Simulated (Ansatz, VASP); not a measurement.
# CdF2: VASP beside Ansatz

File INCAR:

```
SYSTEM = CdF2
PREC = Accurate ; ENCUT = 520
EDIFF = 1E-8 ; ISMEAR = -1
SIGMA = 0.05 ; LREAL = .False.
LASPH = .True. ; NELM = 80
ALGO = Normal ; ISIF = 2
LWAVE = .False. ; LCHARG = .False.
GGA = PE ; LEFG = .True.
NBANDS = 20
```

The input KPOINTS:

```
regular mesh
0
Gamma
  11 11 11
  0 0 0
```

The input POSCAR:

```
CdF2
1.0
   -0.0274071972      2.7407197206      2.7407197206
    2.7407197206     -0.0274071972      2.7407197206
    2.7133125234      2.7133125234      0.0000000000
Cd F
1 2
Direct
    0.0000000000      0.0000000000      0.0000000000
    0.2500000000      0.2500000000      0.2500000000
    0.7500000000      0.7500000000      0.7500000000
```

Input for Ansatz:

```yaml
crystal:
  lattice:
    - [-0.0274071972, 2.7407197206, 2.7407197206]
    - [2.7407197206, -0.0274071972, 2.7407197206]
    - [2.7133125234, 2.7133125234, 0.0]
  atoms:
    - { symbol: Cd, position: [0.0, 0.0, 0.0] }
    - { symbol: F, position: [0.25, 0.25, 0.25] }
    - { symbol: F, position: [0.75, 0.75, 0.75] }
kpoints:
  mp_grid: { grid: [11, 11, 11] }
scf:
  occupations: { method: fermi_dirac, width: 0.05 }
hamiltonian:
  xc: pbe
  pseudopotentials: { kind: paw }
output:
  forces: true
  stress: true
  eigenvalues: true
  efg: { contact_densities: true }
  write_density: true
  write_potential: true
  elf: true
  volumetric_format: npy
```

Change from the starting cell: xy shear strain of -2 %, PAW files.

Alike in both runs: task electric field gradients; functional PBE; k mesh 11 × 11 × 11; occupations fermi-dirac, width 0.05 eV; no spin polarisation.

```csv
,VASP,Ansatz
version,VASP 6.6.1,Ansatz 0.2.0
potentials or method,"VASP PAW PBE potentials, release 64 (Cd, F)","PAW with Ansatz's default frozen-core files, scalar-relativistic"
plane-wave cutoff (eV),520,420
valence electrons in the cell,26,34
```

|  | VASP | Ansatz | Ansatz less VASP |
| --- | --- | --- | --- |
| gap on the k mesh at the Fermi level (eV) | 2.90 | 2.93 | +0.030 |
| pressure (GPa) | 0.6 | 0.0 | -0.52 |
| traceless stress, the component that is largest in VASP (GPa) | 0.42 | 0.36 | -0.067 |
| rms of the force components (eV/Å) | 0.014 | 0.011 | -0.0033 |
| size of Vzz on the site where it differs most (V/Å²) | 2.8 | 2.8 | -0.03 |

Atom by atom the forces differ by 0.003 eV/Å (rms over components). VASP's potentials hold 26 valence electrons a cell and Ansatz's 34, so a difference there can come from the potentials and not from the codes.
